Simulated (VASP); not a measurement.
## NiO: single point with PBE

The system is NiO.

```
CELL_PARAMETERS angstrom
1.49091 0.86078 2.43444
-1.49091 0.86078 2.43444
0.00000 -1.72156 2.43444
ATOMIC_POSITIONS crystal
Ni 0.00000 0.00000 0.00000
O 0.50000 0.50000 0.50000
```

```json
{"Program": "VASP 6.6.1", "Task": "single point", "Functional": "PBE", "Potentials or basis": "VASP PAW PBE potentials, release 64 (Ni, O)", "Cutoff": "520 eV", "k mesh": "14 × 14 × 14", "Occupations": "gaussian, width 0.05 eV", "Spin": "collinear spin, ferromagnetic start", "Starting moments": "[1.61, 0.0] μB"}
```

* Pressure: -0.5 GPa
* Net moment: 1.77 μB per cell
* Site moments: Ni +1.46; O +0.27 μB
* Valence electrons inside the program's atomic spheres: Ni 8.93; O 4.97

Levels at points of the mesh, in eV from the Fermi level:
Spin up:
| k point | band 6 | band 7 | band 8 | band 9 | band 10 | band 11 | band 12 | band 13 |
| --- | --- | --- | --- | --- | --- | --- | --- | --- |
| (0.00, 0.00, 0.00) | -2.86 | -2.59 | -2.59 | -2.59 | 1.39 | 17.78 | 18.72 | 18.72 |
| (0.50, 0.00, 0.00) | -1.94 | -1.42 | 0.23 | 0.23 | 5.55 | 9.70 | 13.84 | 13.84 |
| (0.50, 0.50, 0.00) | -2.78 | -2.28 | -1.64 | -1.64 | 5.96 | 10.40 | 12.12 | 16.28 |
| (0.50, 0.50, 0.50) | -1.94 | -1.42 | 0.23 | 0.23 | 5.55 | 9.70 | 13.83 | 13.83 |
Spin down:
| k point | band 5 | band 6 | band 7 | band 8 | band 9 | band 10 |
| --- | --- | --- | --- | --- | --- | --- |
| (0.00, 0.00, 0.00) | -1.77 | -1.77 | -1.77 | -0.53 | -0.53 | 1.74 |
| (0.50, 0.00, 0.00) | -0.92 | -0.92 | -0.56 | 2.18 | 2.18 | 5.72 |
| (0.50, 0.50, 0.00) | -2.69 | -0.74 | -0.74 | -0.13 | 0.36 | 6.42 |
| (0.50, 0.50, 0.50) | -0.92 | -0.92 | -0.56 | 2.18 | 2.18 | 5.72 |

Run time: 2.1 min on 1 thread of AMD EPYC 9R45 96-Core Processor (Zen 5), with other jobs on the host, peak memory 0.24 GiB.

Caveat: a cell with one magnetic atom can't hold antiferromagnetic order, which such compounds often take; semilocal functionals often make such compounds metallic where correlation or magnetic order opens a gap, which also shifts bond lengths. With open d or f shells a metallic result of PBE can be an artefact of self-interaction; +U or a hybrid may open a gap.
